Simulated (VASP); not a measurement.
# Sn2Bi3O3 (P6_3/mcm) in VASP: single point with PBE

Aim: the single point of Sn2Bi3O3 with PBE.

Program: VASP 6.6.1. These are calculated values, not measurements. Logs are shortened: lines on timing, memory, paths and dates and some standing lists are left out, and cuts for length are marked.

## (1) The cell of the first run

The structure is hexagonal, space group P6_3/mcm (No. 193). Conventional cell: a = 7.324 Å, b = 7.324 Å, c = 7.267 Å, α = 90.00°, β = 90.00°, γ = 120.00°. Sn (site symmetry 32) has 6 O at 2.88 Å and 6 Bi at 3.33 Å and 2 Sn at 3.63 Å within 3.8 Å. Bi (site symmetry m2m) has 3 O at 2.54 to 2.57 Å and 2 Bi at 3.20 Å and 4 Sn at 3.33 Å within 3.4 Å. O (site symmetry m2m) has 3 Bi at 2.54 to 2.57 Å and 4 Sn at 2.88 Å within 3.4 Å.

## (2) Single point, PBE

INCAR

```
SYSTEM = Sn2Bi3O3
ALGO = Normal ; EDIFF = 1E-7
ENCUT = 520 ; GGA = PE
ISIF = 2 ; ISMEAR = 0
LASPH = .TRUE. ; LCHARG = .FALSE.
LREAL = Auto ; LWAVE = .FALSE.
NBANDS = 105 ; NELM = 80
PREC = Accurate ; SIGMA = 0.2
```

KPOINTS

```
k-points
0
G
  3 3 3
  0 0 0
```

POSCAR

```
Sn2Bi3O3
1.0
    7.3236325946      0.0000000000      0.0000000000
   -3.6618162973      6.3424518749      0.0000000000
    0.0000000000      0.0000000000      7.2667747038
Sn Bi O
4 6 6
Direct
    0.6666666667      0.3333333333      0.5000000000
    0.6666666667      0.3333333333      0.0000000000
    0.3333333333      0.6666666667      0.0000000000
    0.3333333333      0.6666666667      0.5000000000
    0.7475693922      0.7475693922      0.2500000000
    0.0000000000      0.2524306078      0.2500000000
    0.2524306078      0.0000000000      0.2500000000
    0.0000000000      0.7475693922      0.7500000000
    0.7475693922      0.0000000000      0.7500000000
    0.2524306078      0.2524306078      0.7500000000
    0.5992235544      0.0000000000      0.2500000000
    0.4007764456      0.4007764456      0.2500000000
    0.0000000000      0.5992235544      0.2500000000
    0.4007764456      0.0000000000      0.7500000000
    0.5992235544      0.5992235544      0.7500000000
    0.0000000000      0.4007764456      0.7500000000
```

Potentials or basis: VASP PAW PBE potentials, release 64 (Sn_d, Bi_d, O).

Run with:

```
$ cat potpaw_PBE.64/Sn_d/POTCAR potpaw_PBE.64/Bi_d/POTCAR potpaw_PBE.64/O/POTCAR > POTCAR
$ mpirun -np 1 vasp_std > vasp.out
```

OUTCAR:

```text
SYSTEM = Sn2Bi3O3
   EDIFF = 1E-7
   ENCUT = 520
   GGA = PE
   ISIF = 2
   ISMEAR = 0
   LASPH = .TRUE.
   LREAL = Auto
   NELM = 80
   PREC = Accurate

 ion  position               nearest neighbor table
   1  0.667  0.333  0.500-   9 3.33   6 3.33   8 3.33   7 3.33   5 3.33  10 3.33   2 3.63   2 3.63

   2  0.667  0.333  0.000-   9 3.33   6 3.33   8 3.33   7 3.33   5 3.33  10 3.33   1 3.63   1 3.63

   3  0.333  0.667  0.000-   7 3.33   8 3.33   6 3.33   9 3.33  10 3.33   5 3.33   4 3.63   4 3.63

   4  0.333  0.667  0.500-   7 3.33   8 3.33   6 3.33   9 3.33  10 3.33   5 3.33   3 3.63   3 3.63

   5  0.748  0.748  0.250-  12 2.54  11 2.57  13 2.57   6 3.20   7 3.20   2 3.33   1 3.33   4 3.33
                             3 3.33
   6  0.000  0.252  0.250-  13 2.54  11 2.57  12 2.57   5 3.20   7 3.20   2 3.33   1 3.33   4 3.33
                             3 3.33
   7  0.252  0.000  0.250-  11 2.54  12 2.57  13 2.57   6 3.20   5 3.20   4 3.33   3 3.33   2 3.33
                             1 3.33
   8  0.000  0.748  0.750-  16 2.54  14 2.57  15 2.57  10 3.20   9 3.20   3 3.33   4 3.33   1 3.33
                             2 3.33
   9  0.748  0.000  0.750-  14 2.54  15 2.57  16 2.57   8 3.20  10 3.20   1 3.33   2 3.33   3 3.33
                             4 3.33
  10  0.252  0.252  0.750-  15 2.54  14 2.57  16 2.57   8 3.20   9 3.20   4 3.33   3 3.33   2 3.33
                             1 3.33
  11  0.599  0.000  0.250-   7 2.54   6 2.57   5 2.57
  12  0.401  0.401  0.250-   5 2.54   7 2.57   6 2.57
  13  0.000  0.599  0.250-   6 2.54   7 2.57   5 2.57
  14  0.401  0.000  0.750-   9 2.54   8 2.57  10 2.57
  15  0.599  0.599  0.750-  10 2.54   9 2.57   8 2.57
  16  0.000  0.401  0.750-   8 2.54   9 2.57  10 2.57

  LATTYP: Found a hexagonal cell.
 ALAT       =     7.3236325946
 C/A-ratio  =     0.9922363813

  Lattice vectors:

 A1 = (   7.3236325946,   0.0000000000,   0.0000000000)
 A2 = (  -3.6618162973,   6.3424518749,   0.0000000000)
 A3 = (   0.0000000000,   0.0000000000,   7.2667747038)

Analysis of symmetry for initial positions (statically):
=====================================================================
 Subroutine PRICEL returns:
 Original cell was already a primitive cell.

 Routine SETGRP: Setting up the symmetry group for a
 hexagonal supercell.

 Subroutine GETGRP returns: Found 24 space group operations
 (whereof 12 operations were pure point group operations)
 out of a pool of 24 trial point group operations.

The static configuration has the point symmetry D_3d.
 The point group associated with its full space group is D_6h.

Analysis of symmetry for dynamics (positions and initial velocities):
=====================================================================
 Subroutine PRICEL returns:
 Original cell was already a primitive cell.

 Routine SETGRP: Setting up the symmetry group for a
 hexagonal supercell.

 Subroutine GETGRP returns: Found 24 space group operations
 (whereof 12 operations were pure point group operations)
 out of a pool of 24 trial point group operations.

The dynamic configuration has the point symmetry D_3d.
 The point group associated with its full space group is D_6h.

 Subroutine INISYM returns: Found 24 space group operations
 (whereof 12 operations are pure point group operations),
 and found     1 'primitive' translations

----------------------------------------------------------------------------------------

                                     Primitive cell

  volume of cell :     337.5401

  direct lattice vectors                    reciprocal lattice vectors
     7.323632595  0.000000000  0.000000000     0.136544261  0.078833866  0.000000000
    -3.661816297  6.342451875  0.000000000     0.000000000  0.157667732  0.000000000
     0.000000000  0.000000000  7.266774704     0.000000000  0.000000000  0.137612633

  length of vectors
     7.323632595  7.323632595  7.266774704     0.157667732  0.157667732  0.137612633

  position of ions in fractional coordinates (direct lattice)
     0.666666667  0.333333333  0.500000000
     0.666666667  0.333333333  0.000000000
     0.333333333  0.666666667  0.000000000
     0.333333333  0.666666667  0.500000000
     0.747569392  0.747569392  0.250000000
     0.000000000  0.252430608  0.250000000
[... 8 lines left out ...]
     0.599223554  0.599223554  0.750000000
     0.000000000  0.400776446  0.750000000

  ion indices of the primitive-cell ions
   primitive index   ion index
                 1           1
                 2           2
                 3           3
                 4           4
                 5           5
                 6           6
[... 8 lines left out ...]
                15          15
                16          16

----------------------------------------------------------------------------------------

 KPOINTS: k-points

Automatic generation of k-mesh.
 Grid dimensions read from file:
 generate k-points for:    3    3    3

 Generating k-lattice:

  Cartesian coordinates                     Fractional coordinates (reciprocal lattice)
     0.045514754  0.026277955  0.000000000     0.333333333  0.000000000  0.000000000
     0.000000000  0.052555911  0.000000000     0.000000000  0.333333333  0.000000000
     0.000000000  0.000000000  0.045870878     0.000000000  0.000000000  0.333333333

  Length of vectors
     0.052555911  0.052555911  0.045870878

  Shift w.r.t. Gamma in fractional coordinates (k-lattice)
     0.000000000  0.000000000  0.000000000

 Subroutine IBZKPT returns following result:
 ===========================================

 Found      6 irreducible k-points:

 Following reciprocal coordinates:
            Coordinates               Weight
  0.000000  0.000000  0.000000      1.000000
  0.333333 -0.000000  0.000000      6.000000
  0.333333  0.333333  0.000000      2.000000
  0.000000  0.000000  0.333333      2.000000
  0.333333 -0.000000  0.333333     12.000000
  0.333333  0.333333  0.333333      4.000000
   k-points           NKPTS =      6   k-points in BZ     NKDIM =      6   number of bands    NBANDS=    105
   number of dos      NEDOS =    301   number of ions     NIONS =     16
   total plane-waves  NPLWV = 157464
   dimension x,y,z NGX =    54 NGY =   54 NGZ =   54
   dimension x,y,z NGXF=   108 NGYF=  108 NGZF=  108
   ions per type =               4   6   6
   NGX,Y,Z   is equivalent  to a cutoff of  12.26, 12.26, 12.35 a.u.
   NGXF,Y,Z  is equivalent  to a cutoff of  24.52, 24.52, 24.71 a.u.
 SYSTEM =  Sn2Bi3O3
   PREC   = accura    normal or accurate (medium, high low for compatibility)
   ISTART =      0    job   : 0-new  1-cont  2-samecut
   ICHARG =      2    charge: 1-file 2-atom 10-const
   ISPIN  =      1    spin polarized calculation?
   LNONCOLLINEAR =      F non collinear calculations
   LSORBIT =      F    spin-orbit coupling
   LASPH  =      T    aspherical Exc in radial PAW
   ENCUT  =  520.0 eV  38.22 Ry    6.18 a.u.  13.62 13.62 13.51*2*pi/ulx,y,z
   NELM   =     80;   NELMIN=  2; NELMDL= -5     # of ELM steps
   EDIFF  = 0.1E-06   stopping-criterion for ELM
   LREAL  =      T    real-space projection
   EDIFFG = 0.1E-05   stopping-criterion for IOM
   NSW    =      0    number of steps for IOM
   IBRION =     -1    ionic relax: 0-MD 1-quasi-New 2-CG
   NFREE  =      0    steps in history (QN), initial steepest desc. (CG)
   ISIF   =      2    stress and relaxation
   ISYM   =      2    0-nonsym 1-usesym 2-fastsym
   POTIM  = 0.5000    time-step for ionic-motion
   TEBEG  =    0.0;   TEEND  =   0.0 temperature during run
   PSTRESS=    0.0 pullay stress
   NELECT =     182.0000    total number of electrons
   NUPDOWN=      -1.0000    fix difference up-down
   EMIN   =  10.00;   EMAX   =-10.00  energy-range for DOS
   EFERMI =   0.00;   METHOD = LEGACY
   ISMEAR =     0;   SIGMA  =   0.20  broadening in eV -4-tet -1-fermi 0-gaus
   EFERMI_NEDOS =   21; number of points for ismear=-14 and -15
   IALGO  =     38    algorithm
   IMIX   =      4    mixing-type and parameters
     AMIX     =   0.40;   BMIX     =  1.00
     AMIX_MAG =   1.60;   BMIX_MAG =  1.00
  volume/ion in A,a.u.               =      21.10       142.36
  Fermi-wavevector in a.u.,A,eV,Ry     =   1.332468  2.518000 24.156752  1.775471
  Thomas-Fermi vector in A             =   2.461401
   LORBIT       =      0    0 simple, 1 ext, 2 COOP (PROOUT), +10 PAW based schemes
   GGA     = PE    functional components
   LHFCALC =     F    Hartree Fock is set to
   AEXX    =    0.0000 exact exchange contribution
   IVDW    =     0    specifies the selected vdW correction
   LEPSILON=     F    determine dielectric tensor
   LRPA    =     F    only Hartree local field effects (RPA)
 non-spin polarized calculation
 Gauss-broadening in eV      SIGMA  =   0.20
  energy-cutoff  :      520.00
  volume of cell :      337.54
 maximum number of plane-waves:      9111
 NGX is ok and might be reduce to    54
   NGX = 27   NGY = 27   NGZ = 27

 number of electron     182.0000011 magnetization

 Free energy of the ion-electron system (eV)
  ---------------------------------------------------
  ext. energy  EPLUGINS =         0.00000000
  ---------------------------------------------------
  free energy    TOTEN  =       -71.56430627 eV

  energy without entropy =      -71.42682574  energy(sigma->0) =      -71.49556601

 E-fermi :   7.4014     XC(G=0): -10.4937

 val. band max:        7.3479164617   @ k =   0.3333  -0.0000   0.0000
 cond. band min:       7.4350270873   @ k =   0.0000   0.0000   0.3333
 fundamental gap:      0.0871106256
 Fermi energy:         7.4013992926

 k-point     1 :       0.0000    0.0000    0.0000
  band No.  band energies     occupation
      1     -15.8007      2.00000
      2     -15.8007      2.00000
      3     -15.7960      2.00000
      4     -15.7960      2.00000
      5     -15.7752      2.00000
      6     -15.7696      2.00000
[... 95 lines left out ...]
    102      10.6503      0.00000
    103      10.7771      0.00000

 k-point     2 :       0.3333   -0.0000    0.0000
  band No.  band energies     occupation
      1     -15.8046      2.00000
      2     -15.8015      2.00000
      3     -15.7992      2.00000
      4     -15.7991      2.00000
      5     -15.7965      2.00000
      6     -15.7919      2.00000
[... 519 lines left out ...]
    102       9.6425      0.00000
    103       9.9748      0.00000
 [bands above 103 left out]

------------------------ aborting loop because EDIFF is reached ----------------------------------------

  FORCE on cell =-STRESS in cart. coord.  units (eV):
  Direction    XX          YY          ZZ          XY          YZ          ZX
  --------------------------------------------------------------------------------------
  -------------------------------------------------------------------------------------
  Total       -1.2119461     -1.2119461      0.7436769      0.0000000      0.0000000      0.0000000
  in kB       -5.7526567     -5.7526567      3.5299572      0.0000000      0.0000000      0.0000000
  external PRESSURE =      -2.6584521 kB  Pullay stress =       0.0000000 kB

 VOLUME and BASIS-vectors are now :
 -----------------------------------------------------------------------------
  energy-cutoff  :      520.00
  volume of cell :      337.54
      direct lattice vectors                 reciprocal lattice vectors
     7.323632595  0.000000000  0.000000000     0.136544261  0.078833866  0.000000000
    -3.661816297  6.342451875  0.000000000     0.000000000  0.157667732  0.000000000
     0.000000000  0.000000000  7.266774704     0.000000000  0.000000000  0.137612633

 POSITION                                       TOTAL-FORCE (eV/Angst)
 -----------------------------------------------------------------------------------
      3.66182      2.11415      3.63339        -0.000000      0.000000      0.000000
      3.66182      2.11415      0.00000        -0.000000      0.000000      0.000000
     -0.00000      4.22830      0.00000         0.000000     -0.000000      0.000000
     -0.00000      4.22830      3.63339         0.000000     -0.000000      0.000000
      2.73746      4.74142      1.81669        -0.028190     -0.048827      0.000000
     -0.92435      1.60103      1.81669        -0.028190      0.048827     -0.000000
[... 8 lines left out ...]
      2.19425      3.80055      5.45008        -0.009645     -0.016706     -0.000000
     -1.46757      2.54191      5.45008        -0.009645      0.016706     -0.000000
 -----------------------------------------------------------------------------------
    total drift:                                0.000001     -0.000001     -0.000000

  FREE ENERGIE OF THE ION-ELECTRON SYSTEM (eV)
  ---------------------------------------------------
  free  energy   TOTEN  =       -71.5643062749 eV

  energy  without entropy=      -71.4268257415  energy(sigma->0) =      -71.49556601
```

Run time: 4.2 min. Hardware: 1 thread of Intel Xeon 6975P-C (Granite Rapids), shared host; peak memory 0.44 GiB.

Results:

* Free energy: -71.5643 eV
* Pressure: -0.3 GPa
* Largest force: 0.056 eV/Å
* Band gap on the k mesh: zero (bands 91 and 92 overlap by 0.44 eV)

Forces in eV/Å, atoms in the order of the input:
```
Sn   0.000  0.000  0.000
Sn   0.000  0.000  0.000
Sn   0.000  0.000  0.000
Sn   0.000  0.000  0.000
Bi  -0.028 -0.049  0.000
Bi  -0.028  0.049  0.000
Bi   0.056  0.000  0.000
Bi   0.028 -0.049  0.000
Bi  -0.056  0.000  0.000
Bi   0.028  0.049  0.000
O   -0.019  0.000  0.000
O    0.010  0.017  0.000
O    0.010 -0.017  0.000
O    0.019  0.000  0.000
O   -0.010 -0.017  0.000
O   -0.010  0.017  0.000
```

Stress tensor (GPa, compression positive):
```
-0.58  0.00  0.00
 0.00 -0.58  0.00
 0.00  0.00  0.35
```

Caveat: spin-orbit coupling is left out, which moves the levels of the heavy elements.

The gap in the log of VASP goes by the Fermi energy; the results here count the filled bands.